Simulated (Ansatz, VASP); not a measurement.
## Two plane-wave programs on Sb

```
Sb
1.0
     3.35453    0.00000    0.00000
    -1.67727    2.90511    0.00000
     0.00000    0.00000    5.47016
Sb
2
Direct
  0.66667 0.33333 0.75000
  0.33333 0.66667 0.25000
```

Alike in both runs: functional revPBE; k mesh 9 × 9 × 5; occupations fermi-dirac, width 0.05 eV; no spin polarisation.

|  | VASP | Ansatz |
| --- | --- | --- |
| version | VASP 6.6.1 | Ansatz 0.2.0 |
| potentials or method | VASP PAW PBE potentials, release 64 (Sb) | Ansatz PAW |
| plane-wave cutoff (eV) | 520 | 420 |
| valence electrons in the cell | 10 | 30 |
| task | single point | band structure |

|  | VASP | Ansatz | Ansatz less VASP |
| --- | --- | --- | --- |
| gap on the k mesh at the Fermi level (eV) | none | none | - |
| pressure (GPa) | 2.2 | 2.4 | +0.20 |
| traceless stress, the component that is largest in VASP (GPa) | -0.16 | -0.16 | 0.000 |

VASP's potentials were made for PBE, not for revPBE. A gap of «none» marks a metal or a gap that the smearing closes. With one functional, cell and mesh, what is left measures potentials, basis and numerics. VASP's potentials hold 10 valence electrons a cell and Ansatz's 30, so a difference there can come from the potentials and not from the codes.

Neither program's run includes spin-orbit coupling.
